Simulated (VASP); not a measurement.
# TiO2 (I4_1/amd) in VASP: single point with r2SCAN

Aim: the single point of TiO2 with r2SCAN.

All numbers are computed with VASP 6.6.1; they aren't measurements. Logs are shortened: lines on timing, memory, paths and dates and some standing lists are left out, and cuts for length are marked.

## Step 1: The cell of the first run

Symmetry: I4_1/amd, No. 141, tetragonal system. Conventional cell: a = 3.784 Å, b = 3.784 Å, c = 9.515 Å, α = 90.00°, β = 90.00°, γ = 90.00°. Within 2.6 Å of Ti (site symmetry -4m2) lie 6 O at 1.93 to 1.98 Å. O (site symmetry 2mm) has 3 Ti at 1.93 to 1.98 Å and 2 O at 2.47 Å within 2.6 Å.

## Step 2: Single point, r2SCAN

POSCAR reads:

```
TiO2
1.0
   -1.8921000000      1.8921000000      4.7573000000
    1.8921000000     -1.8921000000      4.7573000000
    1.8921000000      1.8921000000     -4.7573000000
Ti O
2 4
Direct
    0.0000000000      0.0000000000      0.0000000000
    0.7500000000      0.2500000000      0.5000000000
    0.2081618803      0.2081618803      0.0000000000
    0.9581618803      0.4581618803      0.5000000000
    0.5418381197      0.0418381197      0.5000000000
    0.7918381197      0.7918381197      0.0000000000
```

INCAR.step1 reads:

```
SYSTEM = TiO2
PREC = Accurate ; ENCUT = 910
ISMEAR = 0 ; SIGMA = 0.01
LREAL = .FALSE. ; LASPH = .TRUE.
NELM = 120 ; NBANDS = 33
GGA = PE ; ALGO = Normal
EDIFF = 1E-5 ; LWAVE = .TRUE.
LCHARG = .FALSE. ; GGA_COMPAT = .FALSE.
```

INCAR.step2 reads:

```
SYSTEM = TiO2
PREC = Accurate ; ENCUT = 910
EDIFF = 1E-6 ; ISMEAR = 0
SIGMA = 0.01 ; LREAL = .FALSE.
LASPH = .TRUE. ; NELM = 120
ALGO = Normal ; ISIF = 2
LWAVE = .FALSE. ; LCHARG = .FALSE.
METAGGA = R2SCAN ; LMIXTAU = .TRUE.
NBANDS = 33 ; ISTART = 1
GGA_COMPAT = .FALSE.
```

KPOINTS reads:

```
regular mesh
0
G
  7 7 7
  0 0 0
```

Potentials or basis: VASP PAW PBE potentials, release 64 (Ti_sv, O_h).

On the command line:

```sh
> cat potpaw_PBE.64/Ti_sv/POTCAR potpaw_PBE.64/O_h/POTCAR > POTCAR
> cp INCAR.step1 INCAR
> mpirun -np 1 vasp_std > vasp.out
> cp INCAR.step2 INCAR
> mpirun -np 1 vasp_std > vasp.out
```

OUTCAR:

```text
SYSTEM = TiO2
   PREC = Accurate
   ENCUT = 910
   EDIFF = 1E-6
   ISMEAR = 0
   LREAL = .FALSE.
   LASPH = .TRUE.
   NELM = 120
   ISIF = 2
   METAGGA = R2SCAN
   ISTART = 1

 ion  position               nearest neighbor table
   1  0.000  0.000  0.000-   5 1.93   4 1.93   5 1.93   4 1.93   3 1.98   6 1.98
   2  0.750  0.250  0.500-   6 1.93   3 1.93   6 1.93   3 1.93   4 1.98   5 1.98
   3  0.208  0.208  0.000-   2 1.93   2 1.93   1 1.98
   4  0.958  0.458  0.500-   1 1.93   1 1.93   2 1.98
   5  0.542  0.042  0.500-   1 1.93   1 1.93   2 1.98
   6  0.792  0.792  0.000-   2 1.93   2 1.93   1 1.98

  LATTYP: Found a body centered tetragonal cell.
 ALAT       =     3.7842000000
 C/A-ratio  =     2.5142962846

  Lattice vectors:

 A1 = (  -1.8921000000,   1.8921000000,   4.7573000000)
 A2 = (   1.8921000000,  -1.8921000000,   4.7573000000)
 A3 = (   1.8921000000,   1.8921000000,  -4.7573000000)

Analysis of symmetry for initial positions (statically):
=====================================================================
 Subroutine PRICEL returns:
 Original cell was already a primitive cell.

 Routine SETGRP: Setting up the symmetry group for a
 body centered tetragonal supercell.

 Subroutine GETGRP returns: Found 16 space group operations
 (whereof  8 operations were pure point group operations)
 out of a pool of 16 trial point group operations.

The static configuration has the point symmetry D_2d.
 The point group associated with its full space group is D_4h.

Analysis of symmetry for dynamics (positions and initial velocities):
=====================================================================
 Subroutine PRICEL returns:
 Original cell was already a primitive cell.

 Routine SETGRP: Setting up the symmetry group for a
 body centered tetragonal supercell.

 Subroutine GETGRP returns: Found 16 space group operations
 (whereof  8 operations were pure point group operations)
 out of a pool of 16 trial point group operations.

The dynamic configuration has the point symmetry D_2d.
 The point group associated with its full space group is D_4h.

 Subroutine INISYM returns: Found 16 space group operations
 (whereof  8 operations are pure point group operations),
 and found     1 'primitive' translations

----------------------------------------------------------------------------------------

                                     Primitive cell

  volume of cell :      68.1253

  direct lattice vectors                    reciprocal lattice vectors
    -1.892100000  1.892100000  4.757300000     0.000000000  0.264256646  0.105101633
     1.892100000 -1.892100000  4.757300000     0.264256646  0.000000000  0.105101633
     1.892100000  1.892100000 -4.757300000     0.264256646  0.264256646  0.000000000

  length of vectors
     5.458203744  5.458203744  5.458203744     0.284390450  0.284390450  0.373715333

  position of ions in fractional coordinates (direct lattice)
     0.000000000  0.000000000  0.000000000
     0.750000000  0.250000000  0.500000000
     0.208161880  0.208161880  0.000000000
     0.958161880  0.458161880  0.500000000
     0.541838120  0.041838120  0.500000000
     0.791838120  0.791838120  0.000000000

  ion indices of the primitive-cell ions
   primitive index   ion index
                 1           1
                 2           2
                 3           3
                 4           4
                 5           5
                 6           6

----------------------------------------------------------------------------------------

 KPOINTS: regular mesh

Automatic generation of k-mesh.
 Grid dimensions read from file:
 generate k-points for:    7    7    7

 Generating k-lattice:

  Cartesian coordinates                     Fractional coordinates (reciprocal lattice)
     0.000000000  0.037750949  0.015014519     0.142857143  0.000000000  0.000000000
     0.037750949  0.000000000  0.015014519     0.000000000  0.142857143  0.000000000
     0.037750949  0.037750949  0.000000000     0.000000000  0.000000000  0.142857143

  Length of vectors
     0.040627207  0.040627207  0.053387905

  Shift w.r.t. Gamma in fractional coordinates (k-lattice)
     0.000000000  0.000000000  0.000000000

 Subroutine IBZKPT returns following result:
 ===========================================

 Found     40 irreducible k-points:

 Following reciprocal coordinates:
            Coordinates               Weight
  0.000000  0.000000  0.000000      1.000000
  0.142857  0.000000  0.000000      8.000000
  0.285714  0.000000  0.000000      8.000000
  0.428571 -0.000000  0.000000      8.000000
  0.142857  0.142857  0.000000      8.000000
  0.285714  0.142857  0.000000     16.000000
[... 16 lines left out ...]
 -0.142857  0.285714  0.142857      8.000000
 -0.428571  0.428571  0.142857      8.000000
 [... further k-points ...]
   k-points           NKPTS =     40   k-points in BZ     NKDIM =     40   number of bands    NBANDS=     33
   number of dos      NEDOS =    301   number of ions     NIONS =      6
   total plane-waves  NPLWV = 157464
   dimension x,y,z NGX =    54 NGY =   54 NGZ =   54
   dimension x,y,z NGXF=   108 NGYF=  108 NGZF=  108
   ions per type =               2   4
   NGX,Y,Z   is equivalent  to a cutoff of  16.45, 16.45, 16.45 a.u.
   NGXF,Y,Z  is equivalent  to a cutoff of  32.89, 32.89, 32.89 a.u.
 SYSTEM =  TiO2
   PREC   = accura    normal or accurate (medium, high low for compatibility)
   ISTART =      1    job   : 0-new  1-cont  2-samecut
   ICHARG =      0    charge: 1-file 2-atom 10-const
   ISPIN  =      1    spin polarized calculation?
   LNONCOLLINEAR =      F non collinear calculations
   LSORBIT =      F    spin-orbit coupling
   LASPH  =      T    aspherical Exc in radial PAW
   ENCUT  =  910.0 eV  66.88 Ry    8.18 a.u.  13.43 13.43 13.43*2*pi/ulx,y,z
   NELM   =    120;   NELMIN=  2; NELMDL=  0     # of ELM steps
   EDIFF  = 0.1E-05   stopping-criterion for ELM
   LREAL  =      F    real-space projection
[... 7 lines left out ...]
   TEBEG  =    0.0;   TEEND  =   0.0 temperature during run
   PSTRESS=    0.0 pullay stress
   NELECT =      48.0000    total number of electrons
   NUPDOWN=      -1.0000    fix difference up-down
   EMIN   =  10.00;   EMAX   =-10.00  energy-range for DOS
   EFERMI =   0.00;   METHOD = LEGACY
   ISMEAR =     0;   SIGMA  =   0.01  broadening in eV -4-tet -1-fermi 0-gaus
   EFERMI_NEDOS =   21; number of points for ismear=-14 and -15
   IALGO  =     38    algorithm
   IMIX   =      4    mixing-type and parameters
     AMIX     =   0.40;   BMIX     =  1.00
     AMIX_MAG =   1.60;   BMIX_MAG =  1.00
  volume/ion in A,a.u.               =      11.35        76.62
  Fermi-wavevector in a.u.,A,eV,Ry     =   1.456752  2.752862 28.873289  2.122127
  Thomas-Fermi vector in A             =   2.573634
   LORBIT       =      0    0 simple, 1 ext, 2 COOP (PROOUT), +10 PAW based schemes
   METAGGA = R2SCAN    functional components
   LHFCALC =     F    Hartree Fock is set to
   AEXX    =    0.0000 exact exchange contribution
   IVDW    =     0    specifies the selected vdW correction
   LEPSILON=     F    determine dielectric tensor
   LRPA    =     F    only Hartree local field effects (RPA)
 non-spin polarized calculation
 Gauss-broadening in eV      SIGMA  =   0.01
  energy-cutoff  :      910.00
  volume of cell :       68.13
 maximum number of plane-waves:      4273
 NGX is ok and might be reduce to    54
   NGX = 27   NGY = 27   NGZ = 27

 number of electron      47.9999998 magnetization

 Free energy of the ion-electron system (eV)
  ---------------------------------------------------
  ext. energy  EPLUGINS =         0.00000000
  ---------------------------------------------------
  free energy    TOTEN  =       -69.90846720 eV

  energy without entropy =      -69.90846720  energy(sigma->0) =      -69.90846720

 E-fermi :   3.5971     XC(G=0): -11.4748

 val. band max:        3.5025915290   @ k =  -0.4286   0.4286   0.0000
 cond. band min:       6.0351869266   @ k =   0.0000   0.0000   0.0000
 fundamental gap:      2.5325953976
 Fermi energy:         3.5971232726

 k-point     1 :       0.0000    0.0000    0.0000
  band No.  band energies     occupation
      1     -55.0849      2.00000
      2     -55.0234      2.00000
      3     -30.5076      2.00000
      4     -30.2570      2.00000
      5     -30.2570      2.00000
      6     -30.1848      2.00000
[... 25 lines left out ...]
     32       9.1414      0.00000
     33       9.1632      0.00000

 k-point     2 :       0.1429    0.0000    0.0000
  band No.  band energies     occupation
      1     -55.0822      2.00000
      2     -55.0252      2.00000
      3     -30.5025      2.00000
      4     -30.2851      2.00000
      5     -30.2588      2.00000
      6     -30.1959      2.00000
[... 25 lines left out ...]
     32       9.3564      0.00000
     33       9.6908      0.00000

 k-point     3 :       0.2857    0.0000    0.0000
  band No.  band energies     occupation
      1     -55.0753      2.00000
      2     -55.0301      2.00000
      3     -30.4917      2.00000
      4     -30.3445      2.00000
      5     -30.2624      2.00000
      6     -30.2160      2.00000
[... 25 lines left out ...]
     32       9.7469      0.00000
     33      10.2293      0.00000

 k-point     4 :       0.4286   -0.0000    0.0000
  band No.  band energies     occupation
      1     -55.0683      2.00000
      2     -55.0354      2.00000
      3     -30.4825      2.00000
      4     -30.3930      2.00000
      5     -30.2649      2.00000
      6     -30.2247      2.00000
[... 673 lines left out ...]
     32      10.4466      0.00000
     33      10.6986      0.00000

 k-point    23 :      -0.1429    0.2857    0.1429
  band No.  band energies     occupation
      1     -55.0704      2.00000
      2     -55.0334      2.00000
      3     -30.4968      2.00000
      4     -30.3785      2.00000
      5     -30.2631      2.00000
      6     -30.2367      2.00000
[... 25 lines left out ...]
     32       9.8810      0.00000
     33      10.5957      0.00000

 k-point    24 :      -0.4286    0.4286    0.1429
  band No.  band energies     occupation
      1     -55.0566      2.00000
      2     -55.0443      2.00000
      3     -30.4705      2.00000
      4     -30.4263      2.00000
      5     -30.3028      2.00000
      6     -30.2858      2.00000
[... 25 lines left out ...]
     32      10.3331      0.00000
     33      11.3088      0.00000

 [... further k-points ...]

------------------------ aborting loop because EDIFF is reached ----------------------------------------

  FORCE on cell =-STRESS in cart. coord.  units (eV):
  Direction    XX          YY          ZZ          XY          YZ          ZX
  --------------------------------------------------------------------------------------
  -------------------------------------------------------------------------------------
  Total        0.5388391      0.5388391      0.7433927      0.0000000      0.0000000      0.0000000
  in kB       12.6724607     12.6724607     17.4831707      0.0000000      0.0000000      0.0000000
  external PRESSURE =      14.2760307 kB  Pullay stress =       0.0000000 kB

 VOLUME and BASIS-vectors are now :
 -----------------------------------------------------------------------------
  energy-cutoff  :      910.00
  volume of cell :       68.13
      direct lattice vectors                 reciprocal lattice vectors
    -1.892100000  1.892100000  4.757300000     0.000000000  0.264256646  0.105101633
     1.892100000 -1.892100000  4.757300000     0.264256646  0.000000000  0.105101633
     1.892100000  1.892100000 -4.757300000     0.264256646  0.264256646  0.000000000

 POSITION                                       TOTAL-FORCE (eV/Angst)
 -----------------------------------------------------------------------------------
      0.00000      0.00000      0.00000        -0.000000     -0.000000     -0.000000
      0.00000      1.89210      2.37865        -0.000000     -0.000000     -0.000000
      0.00000      0.00000      1.98058         0.000000     -0.000000      0.031872
      0.00000      1.89210      4.35923        -0.000000      0.000000      0.031872
      0.00000      1.89210      0.39807        -0.000000      0.000000     -0.031872
      0.00000      0.00000      7.53402         0.000000     -0.000000     -0.031872
 -----------------------------------------------------------------------------------
    total drift:                                0.000000      0.000000      0.000000

  FREE ENERGIE OF THE ION-ELECTRON SYSTEM (eV)
  ---------------------------------------------------
  free  energy   TOTEN  =       -69.9084672016 eV

  energy  without entropy=      -69.9084672016  energy(sigma->0) =      -69.90846720
```

It took 18 min on 1 thread of AMD EPYC 9R45 (Zen 5), shared host; peak memory 0.5 GiB.

What came out:

- Free energy: -69.9085 eV
- Pressure: 1.4 GPa
- Largest force: 0.032 eV/Å
- Band gap on the k mesh: 2.53 eV (least direct gap 2.89 eV)

Forces on the atoms (eV/Å):
```
Ti   0.000  0.000  0.000
Ti   0.000  0.000  0.000
O    0.000  0.000  0.032
O    0.000  0.000  0.032
O    0.000  0.000 -0.032
O    0.000  0.000 -0.032
```

Stress tensor (GPa, compression positive):
```
1.27 0.00 0.00
0.00 1.27 0.00
0.00 0.00 1.75
```

Caveat: the PAW data sets were made with another functional, which shifts forces and pressure a little.
